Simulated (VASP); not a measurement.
Here is a VASP 6.6.1 calculation.

The input INCAR:

```
PREC     = Accurate       # precision mode
ENCUT    = 520            # plane-wave cutoff, eV
EDIFF    = 1E-6           # SCF threshold, eV
ISMEAR   = 0              # smearing method
SIGMA    = 0.019000000000000003 # smearing width, eV
LREAL    = False          # projectors in reciprocal space
LASPH    = True           # aspherical terms in the spheres
NELM     = 80             # most SCF steps
ALGO     = Normal         # electronic algorithm
ISIF     = 2              # what is computed and relaxed
LWAVE    = False          # write WAVECAR
LCHARG   = False          # write CHGCAR
GGA      = PE             # functional
NBANDS   = 12             # bands
```

The input KPOINTS:

```
regular mesh
0
Gamma
  11 11 11
```

File POSCAR:

```
Ti
1.0
    0.0000000000      2.0300000000      2.0300000000
    2.0300000000      0.0000000000      2.0300000000
    2.0300000000      2.0300000000      0.0000000000
Ti
1
Direct
    0.0000000000      0.0000000000      0.0000000000
```

Potentials or basis: VASP PAW PBE potentials, release 64 (Ti_sv).

Launch:

```bash
$ cat potpaw_PBE.64/Ti_sv/POTCAR > POTCAR
$ mpirun -np 1 vasp_std > vasp.out
```

Question: Predict the band gap on the k mesh.

Answer: Zero (band 6 reaches 9.54 eV, above the bottom of band 7 at 8.35 eV).

Question: Estimate the pressure.

Answer: 3.5 GPa.
